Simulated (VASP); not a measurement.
# MoS2 (P6_3/mmc) in VASP: further runs, part 3 of 3

VASP 6.6.1. The steps go on from the part before.

## (4) Single point, PBEsol (volume 15.759 Å^3 an atom, c/a of the conventional cell 3.4591)

INCAR reads:

```
SYSTEM = MoS2
PREC = Accurate ; ENCUT = 520
EDIFF = 1E-6 ; ISMEAR = 1
SIGMA = 0.2 ; LREAL = .FALSE.
LASPH = .TRUE. ; NELM = 100
ALGO = Normal ; ISIF = 2
LWAVE = .FALSE. ; LCHARG = .FALSE.
GGA = PS ; NBANDS = 35
```

KPOINTS reads:

```
regular mesh
0
G
  12 12 4
  0 0 0
```

POSCAR reads:

```
MoS2
1.0
    3.1603029676      0.0000000000      0.0000000000
   -1.5801514838      2.7369026536      0.0000000000
    0.0000000000      0.0000000000     10.9318039952
Mo S
2 4
Direct
    0.3333333333      0.6666666667      0.2500000000
    0.6666666667      0.3333333333      0.7500000000
    0.3333333333      0.6666666667      0.6259932117
    0.6666666667      0.3333333333      0.1259932117
    0.3333333333      0.6666666667      0.8740067883
    0.6666666667      0.3333333333      0.3740067883
```

Potentials or basis: VASP PAW PBE potentials, release 64 (Mo_sv, S).

Started as:

```sh
> cat potpaw_PBE.64/Mo_sv/POTCAR potpaw_PBE.64/S/POTCAR > POTCAR
> mpirun -np 1 vasp_std > vasp.out
```

OUTCAR:

```text
SYSTEM = MoS2
   PREC = Accurate
   ENCUT = 520
   EDIFF = 1E-6
   ISMEAR = 1
   LREAL = .FALSE.
   LASPH = .TRUE.
   NELM = 100
   ISIF = 2
   GGA = PS

 ion  position               nearest neighbor table
   1  0.333  0.667  0.250-   4 2.27   6 2.27   4 2.27   6 2.27   4 2.27   6 2.27
   2  0.667  0.333  0.750-   3 2.27   5 2.27   3 2.27   5 2.27   3 2.27   5 2.27
   3  0.333  0.667  0.626-   2 2.27   2 2.27   2 2.27   5 2.71
   4  0.667  0.333  0.126-   1 2.27   1 2.27   1 2.27   6 2.71
   5  0.333  0.667  0.874-   2 2.27   2 2.27   2 2.27   3 2.71
   6  0.667  0.333  0.374-   1 2.27   1 2.27   1 2.27   4 2.71

  LATTYP: Found a hexagonal cell.
 ALAT       =     3.1603029676
 C/A-ratio  =     3.4591000000

  Lattice vectors:

 A1 = (   3.1603029676,   0.0000000000,   0.0000000000)
 A2 = (  -1.5801514838,   2.7369026536,   0.0000000000)
 A3 = (   0.0000000000,   0.0000000000,  10.9318039952)

Analysis of symmetry for initial positions (statically):
=====================================================================
 Subroutine PRICEL returns:
 Original cell was already a primitive cell.

 Routine SETGRP: Setting up the symmetry group for a
 hexagonal supercell.

 Subroutine GETGRP returns: Found 24 space group operations
 (whereof 12 operations were pure point group operations)
 out of a pool of 24 trial point group operations.

The static configuration has the point symmetry D_3d.
 The point group associated with its full space group is D_6h.

Analysis of symmetry for dynamics (positions and initial velocities):
=====================================================================
 Subroutine PRICEL returns:
 Original cell was already a primitive cell.

 Routine SETGRP: Setting up the symmetry group for a
 hexagonal supercell.

 Subroutine GETGRP returns: Found 24 space group operations
 (whereof 12 operations were pure point group operations)
[... 127 lines left out ...]
   EFERMI_NEDOS =   21; number of points for ismear=-14 and -15
   IALGO  =     38    algorithm
   IMIX   =      4    mixing-type and parameters
     AMIX     =   0.40;   BMIX     =  1.00
     AMIX_MAG =   1.60;   BMIX_MAG =  1.00
  volume/ion in A,a.u.               =      15.76       106.35
  Fermi-wavevector in a.u.,A,eV,Ry     =   1.341269  2.534631 24.476926  1.799003
  Thomas-Fermi vector in A             =   2.469516
   LORBIT       =      0    0 simple, 1 ext, 2 COOP (PROOUT), +10 PAW based schemes
   GGA     = PS    functional components
   LHFCALC =     F    Hartree Fock is set to
   AEXX    =    0.0000 exact exchange contribution
   IVDW    =     0    specifies the selected vdW correction
   LEPSILON=     F    determine dielectric tensor
   LRPA    =     F    only Hartree local field effects (RPA)
 non-spin polarized calculation
 Methfessel and Paxton  Order N= 1 SIGMA  =   0.20
  energy-cutoff  :      520.00
  volume of cell :       94.55
 maximum number of plane-waves:      2584
 NGX is ok and might be reduce to    24
   NGX = 11   NGY = 11   NGZ = 41

 number of electron      52.0000000 magnetization

 Free energy of the ion-electron system (eV)
  ---------------------------------------------------
  ext. energy  EPLUGINS =         0.00000000
  ---------------------------------------------------
  free energy    TOTEN  =       -45.03780925 eV

  energy without entropy =      -45.03344927  energy(sigma->0) =      -45.03635593

 E-fermi :   9.6222     XC(G=0): -11.5974

 val. band max:        9.4460602005   @ k =   0.0833   0.0000   0.2500
 cond. band min:       9.6304211311   @ k =   0.0833   0.0000   0.5000
 fundamental gap:      0.1843609306
 Fermi energy:         9.6221766792

 k-point     1 :       0.0000    0.0000    0.0000
  band No.  band energies     occupation
      1     -52.2514      2.00000
      2     -52.2514      2.00000
      3     -26.5023      2.00000
      4     -26.5017      2.00000
      5     -26.3568      2.00000
      6     -26.3568      2.00000
[... 901 lines left out ...]
     34      13.5061     -0.00000
     35      15.7640      0.00000

 [... further k-points ...]
[... 5 lines left out ...]
  --------------------------------------------------------------------------------------
  -------------------------------------------------------------------------------------
  Total       10.6758467     10.6758467     27.3808608     -0.0000000      0.0000000      0.0000000
  in kB      180.8976840    180.8976840    463.9570444     -0.0000000      0.0000000      0.0000000
  external PRESSURE =     275.2508042 kB  Pullay stress =       0.0000000 kB

 VOLUME and BASIS-vectors are now :
 -----------------------------------------------------------------------------
  energy-cutoff  :      520.00
  volume of cell :       94.55
      direct lattice vectors                 reciprocal lattice vectors
     3.160302968  0.000000000  0.000000000     0.316425359  0.182688266  0.000000000
    -1.580151484  2.736902654  0.000000000     0.000000000  0.365376532  0.000000000
     0.000000000  0.000000000 10.931803995     0.000000000  0.000000000  0.091476210

 POSITION                                       TOTAL-FORCE (eV/Angst)
 -----------------------------------------------------------------------------------
     -0.00000      1.82460      2.73295        -0.000000      0.000000      0.000000
      1.58015      0.91230      8.19885         0.000000     -0.000000      0.000000
     -0.00000      1.82460      6.84324        -0.000000     -0.000000     -4.464818
      1.58015      0.91230      1.37733        -0.000000      0.000000     -4.464818
     -0.00000      1.82460      9.55447        -0.000000     -0.000000      4.464818
      1.58015      0.91230      4.08857         0.000000     -0.000000      4.464818
 -----------------------------------------------------------------------------------
    total drift:                               -0.000000      0.000000     -0.000000

  FREE ENERGIE OF THE ION-ELECTRON SYSTEM (eV)
  ---------------------------------------------------
  free  energy   TOTEN  =       -45.0378092529 eV

  energy  without entropy=      -45.0334492744  energy(sigma->0) =      -45.03635593
```

stdout:

```text
POSCAR found type information on POSCAR MoS
 POSCAR found :  2 types and       6 ions
 scaLAPACK will be used
 -----------------------------------------------------------------------------
|                                                                             |
|                                                                             |
|     You enforced a specific xc type in the INCAR file but a different       |
|     I HOPE YOU KNOW WHAT YOU ARE DOING!                                     |
|                                                                             |
 -----------------------------------------------------------------------------

 LDA part: xc-table for (Slater+PW92), standard interpolation
 POSCAR, INCAR and KPOINTS ok, starting setup
 FFT: planning ... GRIDC
 FFT: planning ... GRID_SOFT
 FFT: planning ... GRID
 WAVECAR not read
 entering main loop
```

It took 2 min on 1 thread of Intel Xeon Platinum 8488C (Sapphire Rapids), shared host; peak memory 0.29 GiB.

Results:

* Free energy: -45.0378 eV
* Pressure: 27.5 GPa
* Largest force: 4.465 eV/Å
* Band gap on the k mesh: zero (band 26 reaches 10.18 eV, above the bottom of band 27 at 9.28 eV)

Forces in eV/Å, atoms in the order of the input:
```
Mo   0.000  0.000  0.000
Mo   0.000  0.000  0.000
S    0.000  0.000 -4.465
S    0.000  0.000 -4.465
S    0.000  0.000  4.465
S    0.000  0.000  4.465
```

Caveat: the PAW data sets were made with another functional, which shifts forces and pressure a little.

## (5) Single point, PBEsol (volume 15.759 Å^3 an atom, c/a of the conventional cell 3.7203)

INCAR reads:

```
SYSTEM = MoS2
ALGO = Normal
EDIFF = 1E-7
ENCUT = 520
GGA = PS
ISIF = 2
ISMEAR = 1
LASPH = .TRUE.
LCHARG = .TRUE.
LELF = .TRUE.
LREAL = .FALSE.
LVHAR = .TRUE.
LWAVE = .FALSE.
NBANDS = 35
NELM = 80
PREC = Accurate
SIGMA = 0.2
```

KPOINTS reads:

```
k-points
0
G
  12 12 4
  0 0 0
```

Edit POSCAR of step 4 so:

```diff
@@ -2,5 +2,5 @@
 1.0
-    3.1603029676      0.0000000000      0.0000000000
-   -1.5801514838      2.7369026536      0.0000000000
-    0.0000000000      0.0000000000     10.9318039952
+    3.0845402190      0.0000000000      0.0000000000
+   -1.5422701095      2.6712901886      0.0000000000
+    0.0000000000      0.0000000000     11.4754149766
 Mo S
```

Started as:

```sh
> cat potpaw_PBE.64/Mo_sv/POTCAR potpaw_PBE.64/S/POTCAR > POTCAR
> mpirun -np 1 vasp_std > vasp.out
```

Run time: 2.4 min. Hardware: 1 thread of Intel Xeon Platinum 8488C (Sapphire Rapids), shared host; peak memory 0.3 GiB.

The run converged. Its results:

```
Free energy   : -45.6937 eV
Pressure      : 26.8 GPa
Largest force : 3.637 eV/Å
```

Forces on the atoms (eV/Å):
```
Mo   0.000  0.000  0.000
Mo   0.000  0.000  0.000
S    0.000  0.000 -3.637
S    0.000  0.000 -3.637
S    0.000  0.000  3.637
S    0.000  0.000  3.637
```

Stress tensor (GPa, compression positive):
```
21.20  0.00  0.00
 0.00 21.20  0.00
 0.00  0.00 38.04
```

Levels at points of the mesh, in eV from the Fermi level:
```csv
k point,band 24,band 25,band 26,band 27,band 28,band 29
"(0.00, 0.00, 0.00)",-1.60,-1.25,0.04,1.72,1.72,1.72
"(0.50, 0.00, 0.00)",-2.46,-2.24,-1.97,1.04,1.12,1.66
"(0.00, 0.00, 0.50)",-3.10,-0.29,-0.29,1.72,1.72,1.72
"(0.50, 0.00, 0.50)",-2.58,-2.08,-2.08,1.08,1.08,1.80
```

Caveat: the PAW data sets were made with another functional, which shifts forces and pressure a little; this functional lacks dispersion, which binds the layers, so the pressure and a relaxed spacing across them are unreliable.

## (6) Summary

| cell | gap on the mesh (eV) | pressure (GPa) | largest force (eV/Å) |
| --- | --- | --- | --- |
| a = 3.199, b = 3.199, c = 10.670 Å, angles 90.0, 90.0, 120.0°, 6 atoms | none | 27.7 | 4.74 |
| a = 3.122, b = 3.122, c = 11.200 Å, angles 90.0, 90.0, 120.0°, 6 atoms | none | 27.2 | 4.08 |
| a = 3.160, b = 3.160, c = 10.932 Å, angles 90.0, 90.0, 120.0°, 6 atoms | none | 27.5 | 4.46 |
| a = 3.085, b = 3.085, c = 11.475 Å, angles 90.0, 90.0, 120.0°, 6 atoms | - | 26.8 | 3.64 |

Alike in all rows: task single point; level PBEsol; potentials or basis VASP PAW PBE potentials, release 64 (Mo_sv, S); no spin polarisation; k mesh 12 × 12 × 4; cutoff (eV) 520; smearing methfessel-paxton 0.2 eV.

Caveats: the PAW data sets were made with another functional, which shifts forces and pressure a little; this functional lacks dispersion, which binds the layers, so the pressure and a relaxed spacing across them are unreliable (some runs).

Absolute energies hang on the potentials; compare differences alone.
